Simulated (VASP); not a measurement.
CdS, 8 atoms in the cell. The typed cell holds 8 atoms: a = 8.196 Å, b = 8.196 Å, c = 4.018 Å, α = 60.19°, β = 123.31°, γ = 102.10°. 

```yaml
Program: VASP 6.6.1
Task: single point
Functional: LDA
Potentials_or_basis: VASP PAW LDA potentials, release 64 (Cd, S)
Cutoff: 520 eV
k_mesh: 4 × 4 × 9
Occupations: gaussian, width 0.02 eV
Spin: no spin polarisation
Dipole_correction: no
Further_INCAR_settings: ALGO = Normal; EDIFF = 1e-06; NBANDS = 46
```

Potentials or basis: VASP PAW LDA potentials, release 64 (Cd, S).

Command:

```bash
$ cat potpaw_LDA.64/Cd/POTCAR potpaw_LDA.64/S/POTCAR > POTCAR
$ mpirun -np 1 vasp_std > vasp.out
```

Hardware: 1 thread of Intel(R) Xeon(R) Platinum 8488C (Sapphire Rapids), on a shared host.

Question: How long does it take, and how much memory?

Answer: Wall time 9.9 min on 1 thread of Intel(R) Xeon(R) Platinum 8488C (Sapphire Rapids) (shared host), peak memory 0.59 GiB. Counts: scf iterations 19, k points 74.
